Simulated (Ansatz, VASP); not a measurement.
Sr: VASP beside Ansatz

```
Sr
1.0
     3.43219    0.00000    0.00000
    -1.71609    2.97236    0.00000
     0.00000    0.00000   11.23886
Sr
4
Direct
  0.00000 0.00000 0.00000
  0.00000 0.00000 0.50000
  0.33333 0.66667 0.25000
  0.66667 0.33333 0.75000
```

Change from the starting cell: volume scaled by 0.52, LAPW.

Alike in both runs: task single point; functional PBE; k mesh 9 × 9 × 3; occupations fermi-dirac, width 0.08 eV; no spin polarisation.

```csv
,VASP,Ansatz
version,VASP 6.6.1,Ansatz 0.2.0
potentials or method,"VASP PAW PBE potentials, release 64 (Sr_sv), cutoff 520 eV","all-electron LAPW, scalar-relativistic"
```

|  | VASP | Ansatz | Ansatz less VASP |
| --- | --- | --- | --- |
| pressure (GPa) | 19.8 | 19.6 | -0.16 |
| traceless stress, the component that is largest in VASP (GPa) | -0.08 | -0.08 | +0.001 |

Ansatz ran all-electron here, and VASP with PAW potentials.
